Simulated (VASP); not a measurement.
A run of VASP 6.6.1 is set up as follows.

Contents of INCAR:

```
PREC     = Accurate       # precision mode
ENCUT    = 520            # plane-wave cutoff, eV
EDIFF    = 1E-7           # SCF threshold, eV
ISMEAR   = -1             # smearing method
SIGMA    = 0.1            # smearing width, eV
LREAL    = F              # projectors in reciprocal space
LASPH    = T              # aspherical terms in the spheres
NELM     = 100            # most SCF steps
ALGO     = Normal         # electronic algorithm
ISIF     = 2              # what is computed and relaxed
LWAVE    = F              # write WAVECAR
LCHARG   = F              # write CHGCAR
NBANDS   = 21             # bands
```

The input KPOINTS:

```
regular mesh
0
Gamma
  14 14 14
```

The input POSCAR:

```
Ge
1.0
    0.0000000000      2.6764240984      2.6764240984
    2.6764240984      0.0000000000      2.6764240984
    2.6764240984      2.6764240984      0.0000000000
Ge
2
Direct
    0.5000000000      0.5000000000      0.5000000000
    0.7500000000      0.7500000000      0.7500000000
```

Potentials or basis: VASP PAW LDA potentials, release 64 (Ge_d).

The run is started by

```bash
$ cat potpaw_LDA.64/Ge_d/POTCAR > POTCAR
$ mpirun -np 1 vasp_std > vasp.out
```

Q: What does it give for the band gap on the k mesh?

A: 0.23 eV (least direct gap 1.46 eV).

Q: Predict the pressure.

A: 15.3 GPa.

Caveat: the cell stands under pressure; semilocal functionals underestimate gaps, and a narrow one can read as zero. A k mesh can miss the band edges.
